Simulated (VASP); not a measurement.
BN, 2 atoms in the cell. Symmetry: F-43m, No. 216, cubic system. Conventional cell: a = 3.615 Å, b = 3.615 Å, c = 3.615 Å, α = 90.00°, β = 90.00°, γ = 90.00°. Within 2.1 Å of B (site symmetry -43m) lie 4 N at 1.57 Å. N (site symmetry -43m) has 4 B at 1.57 Å within 2.1 Å. 

| Quantity | Value |
| --- | --- |
| Program | VASP 6.6.1 |
| Task | electric field gradients |
| Functional | r2SCAN |
| Potentials or basis | VASP PAW PBE potentials, release 64 (B_h, N_h) |
| Cutoff | 1080 eV |
| k mesh | 13 × 13 × 13 |
| Occupations | fermi-dirac, width 0.03 eV |
| Spin | no spin polarisation |
| Dipole correction | no |
| Further INCAR settings | ALGO = Normal; EDIFF = 1e-08; NBANDS = 11 |

Potentials or basis: VASP PAW PBE potentials, release 64 (B_h, N_h).

Command:

```sh
$ cat potpaw_PBE.64/B_h/POTCAR potpaw_PBE.64/N_h/POTCAR > POTCAR
$ cp INCAR.step1 INCAR
$ mpirun -np 1 vasp_std > vasp.out
$ cp INCAR.step2 INCAR
$ mpirun -np 1 vasp_std > vasp.out
```

Hardware: 1 thread of AMD EPYC 7R43 64-Core Processor (Zen 3) (shared host).

Question: How long does it take, and how much memory?

Answer: Wall time 2.1 min on 1 thread of AMD EPYC 7R43 64-Core Processor (Zen 3), on a shared host, peak memory 0.14 GiB. Counts: k points 84.
